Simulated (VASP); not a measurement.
Set up this calculation in VASP 6.6.1, as the native input.

```yaml
Task: single point
Functional: PBE
Dispersion: D3(BJ)
Potentials_or_basis: VASP PAW PBE potentials, release 64 (H)
Cutoff: 520 eV
k_mesh: 10 × 10 × 26
Occupations: gaussian, width 0.05 eV
Spin: no spin polarisation
Dipole_correction: no
Further_INCAR_settings: ALGO = Normal; EDIFF = 1e-06; NBANDS = 6
```

The structure of H lies in POSCAR:

```
H
1.0
    2.7158797074      0.0000000000      0.0000000000
    0.0000000000      2.7158797074      0.0000000000
    0.0000000000      0.0000000000      1.0295175660
H
1
Direct
    0.0000000000      0.0000000000      0.5000000000
```

This cell differs from its parent crystal: strain +0.025 along x and y, +0.050 along z.

These files were run (other wordings do the same):

INCAR

```
SYSTEM = H
ALGO = Normal
EDIFF = 1E-6
ENCUT = 520
GGA = PE
ISIF = 2
ISMEAR = 0
IVDW = 12
LASPH = .True.
LCHARG = .True.
LELF = .True.
LREAL = .False.
LVHAR = .True.
LWAVE = .False.
NBANDS = 6
NELM = 80
PREC = Accurate
SIGMA = 0.05
```

KPOINTS

```
k-points
0
Gamma
  10 10 26
  0 0 0
```

Potentials or basis: VASP PAW PBE potentials, release 64 (H).

Run with:

```console
$ cat potpaw_PBE.64/H/POTCAR > POTCAR
$ mpirun -np 1 vasp_std > vasp.out
```

Results of the run:

```
Pressure                   : -4.4 GPa
Dispersion energy per atom : -0.069 eV
```

Caveat: the cell differs from its parent crystal (strain +0.025 along x and y, +0.050 along z); pairwise dispersion overbinds metals, which lowers pressure and volume.

It took 6 s on 1 thread of Intel Xeon 6975P-C, on a shared host, peak memory 0.12 GiB.
